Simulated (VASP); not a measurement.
# CaO (Pm-3m) in VASP: a series of runs

CaO is run at these levels: PBE; tasks: single point, relaxation of cell and atoms.

Program: VASP 6.6.1. These are calculated values, not measurements. Logs are shortened: lines on timing, memory, paths and dates and some standing lists are left out, and cuts for length are marked.

**1. The cell of the first run**

It takes space group Pm-3m (No. 221, cubic). Conventional cell: a = 2.934 Å, b = 2.934 Å, c = 2.934 Å, α = 90.00°, β = 90.00°, γ = 90.00°. Ca (site symmetry m-3m) has 8 O at 2.54 Å and 6 Ca at 2.93 Å within 3.4 Å. Within 3.4 Å of O (site symmetry m-3m) lie 8 Ca at 2.54 Å and 6 O at 2.93 Å.

**2. Single point, PBE**

INCAR reads:

```
SYSTEM = CaO
ALGO = Normal ; EDIFF = 1E-6
ENCUT = 520 ; GGA = PE
ISIF = 2 ; ISMEAR = 0
LASPH = .True. ; LCHARG = .False.
LREAL = .False. ; LWAVE = .False.
NBANDS = 15 ; NELM = 60
PREC = Accurate ; SIGMA = 0.02
```

KPOINTS reads:

```
k-points
0
Gamma
  8 8 8
  0 0 0
```

POSCAR reads:

```
CaO
1.0
    2.9342716779      0.0000000000      0.0000000000
    0.0000000000      2.9342716779      0.0000000000
    0.0000000000      0.0000000000      2.9342716779
Ca O
1 1
Direct
    0.5000000000      0.5000000000      0.5000000000
    0.0000000000      0.0000000000      0.0000000000
```

Potentials or basis: VASP PAW PBE potentials, release 64 (Ca_sv, O).

Run with:

```bash
cat potpaw_PBE.64/Ca_sv/POTCAR potpaw_PBE.64/O/POTCAR > POTCAR
mpirun -np 1 vasp_std > vasp.out
```

OUTCAR:

```text
SYSTEM = CaO
   EDIFF = 1E-6
   ENCUT = 520
   GGA = PE
   ISIF = 2
   ISMEAR = 0
   LASPH = .True.
   LREAL = .False.
   NELM = 60
   PREC = Accurate

 ion  position               nearest neighbor table
   1  0.500  0.500  0.500-   2 2.54   2 2.54   2 2.54   2 2.54   2 2.54   2 2.54   2 2.54   2 2.54

   2  0.000  0.000  0.000-   1 2.54   1 2.54   1 2.54   1 2.54   1 2.54   1 2.54   1 2.54   1 2.54

  LATTYP: Found a simple cubic cell.
 ALAT       =     2.9342716779

  Lattice vectors:

 A1 = (   2.9342716779,   0.0000000000,   0.0000000000)
 A2 = (   0.0000000000,   2.9342716779,   0.0000000000)
 A3 = (   0.0000000000,   0.0000000000,   2.9342716779)

Analysis of symmetry for initial positions (statically):
=====================================================================
 Subroutine PRICEL returns:
 Original cell was already a primitive cell.

 Routine SETGRP: Setting up the symmetry group for a
 simple cubic supercell.

 Subroutine GETGRP returns: Found 48 space group operations
 (whereof 48 operations were pure point group operations)
 out of a pool of 48 trial point group operations.

The static configuration has the point symmetry O_h .

Analysis of symmetry for dynamics (positions and initial velocities):
=====================================================================
 Subroutine PRICEL returns:
 Original cell was already a primitive cell.

 Routine SETGRP: Setting up the symmetry group for a
 simple cubic supercell.

 Subroutine GETGRP returns: Found 48 space group operations
 (whereof 48 operations were pure point group operations)
 out of a pool of 48 trial point group operations.

The dynamic configuration has the point symmetry O_h .

 Subroutine INISYM returns: Found 48 space group operations
 (whereof 48 operations are pure point group operations),
 and found     1 'primitive' translations

----------------------------------------------------------------------------------------

                                     Primitive cell

  volume of cell :      25.2639

  direct lattice vectors                    reciprocal lattice vectors
     2.934271678  0.000000000  0.000000000     0.340800072  0.000000000  0.000000000
     0.000000000  2.934271678  0.000000000     0.000000000  0.340800072  0.000000000
     0.000000000  0.000000000  2.934271678     0.000000000  0.000000000  0.340800072

  length of vectors
     2.934271678  2.934271678  2.934271678     0.340800072  0.340800072  0.340800072

  position of ions in fractional coordinates (direct lattice)
     0.500000000  0.500000000  0.500000000
     0.000000000  0.000000000  0.000000000

  ion indices of the primitive-cell ions
   primitive index   ion index
                 1           1
                 2           2

----------------------------------------------------------------------------------------

 KPOINTS: k-points

Automatic generation of k-mesh.
 Grid dimensions read from file:
 generate k-points for:    8    8    8

 Generating k-lattice:

  Cartesian coordinates                     Fractional coordinates (reciprocal lattice)
     0.042600009  0.000000000  0.000000000     0.125000000  0.000000000  0.000000000
     0.000000000  0.042600009  0.000000000     0.000000000  0.125000000  0.000000000
     0.000000000  0.000000000  0.042600009     0.000000000  0.000000000  0.125000000

  Length of vectors
     0.042600009  0.042600009  0.042600009

  Shift w.r.t. Gamma in fractional coordinates (k-lattice)
     0.000000000  0.000000000  0.000000000

 Subroutine IBZKPT returns following result:
 ===========================================

 Found     35 irreducible k-points:

 Following reciprocal coordinates:
            Coordinates               Weight
  0.000000  0.000000  0.000000      1.000000
  0.125000  0.000000  0.000000      6.000000
  0.250000  0.000000  0.000000      6.000000
  0.375000  0.000000  0.000000      6.000000
  0.500000  0.000000  0.000000      3.000000
  0.125000  0.125000  0.000000     12.000000
[... 16 lines left out ...]
  0.375000  0.375000  0.125000     24.000000
  0.500000  0.375000  0.125000     24.000000
 [... further k-points ...]
   k-points           NKPTS =     35   k-points in BZ     NKDIM =     35   number of bands    NBANDS=     15
   number of dos      NEDOS =    301   number of ions     NIONS =      2
   total plane-waves  NPLWV =  13824
   dimension x,y,z NGX =    24 NGY =   24 NGZ =   24
   dimension x,y,z NGXF=    48 NGYF=   48 NGZF=   48
   ions per type =               1   1
   NGX,Y,Z   is equivalent  to a cutoff of  13.60, 13.60, 13.60 a.u.
   NGXF,Y,Z  is equivalent  to a cutoff of  27.20, 27.20, 27.20 a.u.
 SYSTEM =  CaO
   PREC   = accura    normal or accurate (medium, high low for compatibility)
   ISTART =      0    job   : 0-new  1-cont  2-samecut
   ICHARG =      2    charge: 1-file 2-atom 10-const
   ISPIN  =      1    spin polarized calculation?
   LNONCOLLINEAR =      F non collinear calculations
   LSORBIT =      F    spin-orbit coupling
   LASPH  =      T    aspherical Exc in radial PAW
   ENCUT  =  520.0 eV  38.22 Ry    6.18 a.u.   5.46  5.46  5.46*2*pi/ulx,y,z
   NELM   =     60;   NELMIN=  2; NELMDL= -5     # of ELM steps
   EDIFF  = 0.1E-05   stopping-criterion for ELM
   LREAL  =      F    real-space projection
   EDIFFG = 0.1E-04   stopping-criterion for IOM
   NSW    =      0    number of steps for IOM
   IBRION =     -1    ionic relax: 0-MD 1-quasi-New 2-CG
   NFREE  =      0    steps in history (QN), initial steepest desc. (CG)
   ISIF   =      2    stress and relaxation
   ISYM   =      2    0-nonsym 1-usesym 2-fastsym
   POTIM  = 0.5000    time-step for ionic-motion
   TEBEG  =    0.0;   TEEND  =   0.0 temperature during run
   PSTRESS=    0.0 pullay stress
   NELECT =      16.0000    total number of electrons
   NUPDOWN=      -1.0000    fix difference up-down
   EMIN   =  10.00;   EMAX   =-10.00  energy-range for DOS
   EFERMI =   0.00;   METHOD = LEGACY
   ISMEAR =     0;   SIGMA  =   0.02  broadening in eV -4-tet -1-fermi 0-gaus
   EFERMI_NEDOS =   21; number of points for ismear=-14 and -15
   IALGO  =     38    algorithm
   IMIX   =      4    mixing-type and parameters
     AMIX     =   0.40;   BMIX     =  1.00
     AMIX_MAG =   1.60;   BMIX_MAG =  1.00
  volume/ion in A,a.u.               =      12.63        85.24
  Fermi-wavevector in a.u.,A,eV,Ry     =   1.405879  2.656725 26.891844  1.976495
  Thomas-Fermi vector in A             =   2.528295
   LORBIT       =      0    0 simple, 1 ext, 2 COOP (PROOUT), +10 PAW based schemes
   GGA     = PE    functional components
   LHFCALC =     F    Hartree Fock is set to
   AEXX    =    0.0000 exact exchange contribution
   IVDW    =     0    specifies the selected vdW correction
   LEPSILON=     F    determine dielectric tensor
   LRPA    =     F    only Hartree local field effects (RPA)
 non-spin polarized calculation
 Gauss-broadening in eV      SIGMA  =   0.02
  energy-cutoff  :      520.00
  volume of cell :       25.26
 maximum number of plane-waves:       703
 NGX is ok and might be reduce to    24
   NGX = 11   NGY = 11   NGZ = 11

 number of electron      15.9999994 magnetization

 Free energy of the ion-electron system (eV)
  ---------------------------------------------------
  ext. energy  EPLUGINS =         0.00000000
  ---------------------------------------------------
  free energy    TOTEN  =       -11.82612247 eV

  energy without entropy =      -11.82612247  energy(sigma->0) =      -11.82612247

 E-fermi :   4.2206     XC(G=0): -11.0974

 val. band max:        3.9656887562   @ k =   0.5000   0.5000   0.0000
 cond. band min:       6.7332240348   @ k =   0.0000   0.0000   0.0000
 fundamental gap:      2.7675352787
 Fermi energy:         4.2205521558

 k-point     1 :       0.0000    0.0000    0.0000
  band No.  band energies     occupation
      1     -35.4091      2.00000
      2     -15.8969      2.00000
      3     -15.8969      2.00000
      4     -15.8969      2.00000
      5     -12.3912      2.00000
      6       3.6571      2.00000
      7       3.6571      2.00000
      8       3.6571      2.00000
      9       6.7332      0.00000
     10       6.7332      0.00000
     11       8.8313      0.00000
     12      12.2172      0.00000
     13      12.2172      0.00000
     14      12.2172      0.00000
     15      22.8591      0.00000

 k-point     2 :       0.1250    0.0000    0.0000
  band No.  band energies     occupation
      1     -35.3873      2.00000
      2     -16.1340      2.00000
      3     -15.8804      2.00000
      4     -15.8804      2.00000
      5     -12.2040      2.00000
      6       2.9194      2.00000
      7       3.5930      2.00000
      8       3.5930      2.00000
      9       6.8548      0.00000
     10       7.3903      0.00000
     11       9.4755      0.00000
     12      12.1503      0.00000
     13      12.1503      0.00000
     14      12.2569      0.00000
     15      21.9960      0.00000

 k-point     3 :       0.2500    0.0000    0.0000
  band No.  band energies     occupation
      1     -35.3340      2.00000
      2     -16.6379      2.00000
      3     -15.8401      2.00000
      4     -15.8401      2.00000
      5     -11.8030      2.00000
      6       1.6331      2.00000
      7       3.4340      2.00000
      8       3.4340      2.00000
      9       7.1711      0.00000
     10       8.8503      0.00000
     11      10.8521      0.00000
     12      12.0238      0.00000
     13      12.0238      0.00000
     14      12.3545      0.00000
     15      20.3105      0.00000
[... 343 lines left out ...]
 k-point    23 :       0.3750    0.3750    0.1250
  band No.  band energies     occupation
      1     -35.1422      2.00000
      2     -16.7231      2.00000
      3     -16.6240      2.00000
      4     -15.8605      2.00000
      5     -11.5739      2.00000
      6       1.5619      2.00000
      7       1.8674      2.00000
      8       3.2441      2.00000
      9       8.5910      0.00000
     10       9.5058      0.00000
     11      10.7352      0.00000
     12      11.1697      0.00000
     13      12.1984      0.00000
     14      15.5093      0.00000
     15      19.0668      0.00000

 k-point    24 :       0.5000    0.3750    0.1250
  band No.  band energies     occupation
      1     -35.1216      2.00000
      2     -16.8139      2.00000
      3     -16.6092      2.00000
      4     -15.8433      2.00000
      5     -11.6030      2.00000
      6       1.5088      2.00000
      7       1.8403      2.00000
      8       3.2866      2.00000
      9       8.4993      0.00000
     10       9.3477      0.00000
     11      10.7318      0.00000
     12      10.8810      0.00000
     13      12.7904      0.00000
     14      17.1282      0.00000
     15      17.2740      0.00000

 [... further k-points ...]

------------------------ aborting loop because EDIFF is reached ----------------------------------------

  FORCE on cell =-STRESS in cart. coord.  units (eV):
  Direction    XX          YY          ZZ          XY          YZ          ZX
  --------------------------------------------------------------------------------------
  -------------------------------------------------------------------------------------
  Total        0.0888886      0.0888886      0.0888886      0.0000000      0.0000000      0.0000000
  in kB        5.6370972      5.6370972      5.6370972      0.0000000      0.0000000      0.0000000
  external PRESSURE =       5.6370972 kB  Pullay stress =       0.0000000 kB

 VOLUME and BASIS-vectors are now :
 -----------------------------------------------------------------------------
  energy-cutoff  :      520.00
  volume of cell :       25.26
      direct lattice vectors                 reciprocal lattice vectors
     2.934271678  0.000000000  0.000000000     0.340800072  0.000000000  0.000000000
     0.000000000  2.934271678  0.000000000     0.000000000  0.340800072  0.000000000
     0.000000000  0.000000000  2.934271678     0.000000000  0.000000000  0.340800072

 POSITION                                       TOTAL-FORCE (eV/Angst)
 -----------------------------------------------------------------------------------
      1.46714      1.46714      1.46714         0.000000      0.000000      0.000000
      0.00000      0.00000      0.00000         0.000000      0.000000      0.000000
 -----------------------------------------------------------------------------------
    total drift:                                0.000000      0.000000     -0.000000

  FREE ENERGIE OF THE ION-ELECTRON SYSTEM (eV)
  ---------------------------------------------------
  free  energy   TOTEN  =       -11.8261224715 eV

  energy  without entropy=      -11.8261224715  energy(sigma->0) =      -11.82612247
```

It took 9.5 s on 1 thread of Intel Xeon Platinum 8124M at 3.00GHz (Skylake/Cascade Lake), shared host; peak memory 0.14 GiB.

What came out:

* Free energy: -11.8261 eV
* Pressure: 0.6 GPa
* Band gap on the k mesh: 2.77 eV, indirect (least direct gap 3.08 eV)

A k mesh can miss the band edges. As with any semilocal functional, this PBE gap is likely too small.

(Continued in part 2 of 2.)
